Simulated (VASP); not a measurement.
Input of a VASP 6.6.1 run:

INCAR

```
SYSTEM = Al
  ALGO = Normal
  EDIFF = 1E-7
  ENCUT = 520
  ISIF = 2
  ISMEAR = 1
  LASPH = .TRUE.
  LCHARG = .FALSE.
  LREAL = .FALSE.
  LWAVE = .FALSE.
  NBANDS = 8
  NELM = 60
  PREC = Accurate
  SIGMA = 0.025
```

Contents of KPOINTS:

```
k-points
0
G
  8 8 8
  0 0 0
```

File POSCAR:

```
Al
1.0
    2.7217600000      0.0000000000      0.0000000000
    0.0000000000      2.7217600000      0.0000000000
    0.0000000000      0.0000000000      2.7217600000
Al
1
Direct
    0.0000000000      0.0000000000      0.0000000000
```

Potentials or basis: VASP PAW LDA potentials, release 64 (Al).

Run with:

```console
$ cat potpaw_LDA.64/Al/POTCAR > POTCAR
$ mpirun -np 1 vasp_std > vasp.out
```

Predict the band gap on the k mesh.

zero (an odd number of electrons rules out a gap without spin polarisation).

Estimate the pressure.

-2.4 GPa.
